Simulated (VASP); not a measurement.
# SiC: relaxation of cell and atoms with PBEsol

The system is SiC.

```
Si C
1.0
     2.17841    2.17841    0.00000
    -2.17841    2.17841    0.00000
     0.00000    2.17841    2.17841
Si C
1 1
Direct
  0.00000 0.00000 0.00000
  0.75000 0.25000 0.50000
```

```
Program                : VASP 6.6.1
Task                   : relaxation of cell and atoms
Functional             : PBEsol
Potentials or basis    : VASP PAW PBE potentials, release 64 (Si, C)
Cutoff                 : 600 eV
k mesh                 : 10 × 10 × 10
Occupations            : gaussian, width 0.01 eV
Spin                   : no spin polarisation
Target pressure        : 7 GPa
Dipole correction      : no
Further INCAR settings : ALGO = Normal; EDIFF = 1e-06; IBRION = 2; EDIFFG = -0.002; NSW = 100; ISIF = 3
```

```json
{
 "Relaxed volume": "10.04 Å³/atom",
 "Relaxed cell": "a = 3.051 Å, b = 3.051 Å, c = 3.051 Å, α = 60.00°, β = 60.00°, γ = 90.00°",
 "Space group after relaxing (to 0.1 Å)": "F-43m (No. 216)",
 "Energy change on relaxing (the run minimises the enthalpy)": "+6.5 meV/atom",
 "Ionic steps": "6",
 "Pressure after relaxing": "7.0 GPa",
 "Band gap on the k mesh": "1.21 eV (least direct gap 4.47 eV)"
}
```

The path:
```csv
step,energy change (eV),largest force (eV/Å),pressure (GPa),volume (Å³)
1,0.0000,0.0000,0.22,20.68
2,0.0626,0.0000,16.27,19.39
3,0.0128,0.0000,6.96,20.09
4,0.0133,0.0000,7.09,20.08
5,0.0127,0.0000,6.92,20.09
6,0.0130,0.0000,6.98,20.09
```

Final structure:
```xyz
2
Lattice="2.1575 2.1575 0.0000 -2.1575 2.1575 0.0000 0.0000 2.1575 2.1575" Properties=species:S:1:pos:R:3 pbc="T T T"
Si    0.0000    0.0000    0.0000
C     1.0788    3.2363    1.0788
```

Levels at points of the mesh, in eV from the valence-band top:
```tsv
k point	band 1	band 2	band 3	band 4	band 5	band 6	band 7	band 8
(0.00, 0.00, 0.00)	-15.66	0.00	0.00	0.00	6.53	7.45	7.45	7.45
(0.50, 0.00, 0.00)	-11.94	-8.76	-1.06	-1.06	5.64	7.26	7.26	10.08
(0.50, 0.50, 0.00)	-10.45	-7.93	-3.27	-3.27	1.21	4.30	14.30	14.30
```

Run time: 38 s on 1 thread of Intel(R) Xeon(R) Platinum 8259CL CPU @ 2.50GHz (Skylake/Cascade Lake), on a shared host, peak memory 0.16 GiB.

Caveat: the cell is relaxed towards a set pressure, so the run minimises the enthalpy, not the energy; the PAW data sets were made with another functional, which shifts forces and pressure a little. A k mesh can miss the band edges.
